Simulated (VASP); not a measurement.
A run of VASP 6.6.1 is set up as follows.

INCAR

```
SYSTEM = RbCaH3
ALGO = Normal
EDIFF = 1E-6
ENCUT = 520
GGA = CA
ISIF = 2
ISMEAR = 0
LASPH = .True.
LCHARG = .True.
LELF = .True.
LREAL = .False.
LVHAR = .True.
LWAVE = .False.
NBANDS = 19
NELM = 100
PREC = Accurate
SIGMA = 0.05
```

File KPOINTS:

```
k-points
0
Gamma
  6 6 6
  0 0 0
```

POSCAR

```
RbCaH3
1.0
    4.5470000000      0.0000000000      0.0000000000
    0.0000000000      4.5470000000      0.1193587500
    0.0000000000      0.1193587500      4.5470000000
Rb Ca H
1 1 3
Direct
    0.0000000000      0.0000000000      0.0000000000
    0.5000000000      0.5000000000      0.5000000000
    0.0000000000      0.5000000000      0.5000000000
    0.5000000000      0.0000000000      0.5000000000
    0.5000000000      0.5000000000      0.0000000000
```

Potentials or basis: VASP PAW LDA potentials, release 64 (Rb_sv, Ca_sv, H).

Command:

```sh
$ cat potpaw_LDA.64/Rb_sv/POTCAR potpaw_LDA.64/Ca_sv/POTCAR potpaw_LDA.64/H/POTCAR > POTCAR
$ mpirun -np 1 vasp_std > vasp.out
```

Question: Predict the band gap on the k mesh.

Answer: 2.79 eV.

Question: Predict the pressure.

Answer: -2.4 GPa.

Stress tensor (GPa, compression positive):
```
-2.37  0.00  0.00
 0.00 -2.37 -0.90
 0.00 -0.90 -2.37
```

Caveat: the cell differs from its parent crystal (strain +0.0525 x Voigt [0, 0, 0, 1, 0, 0]). A k mesh can miss the band edges.
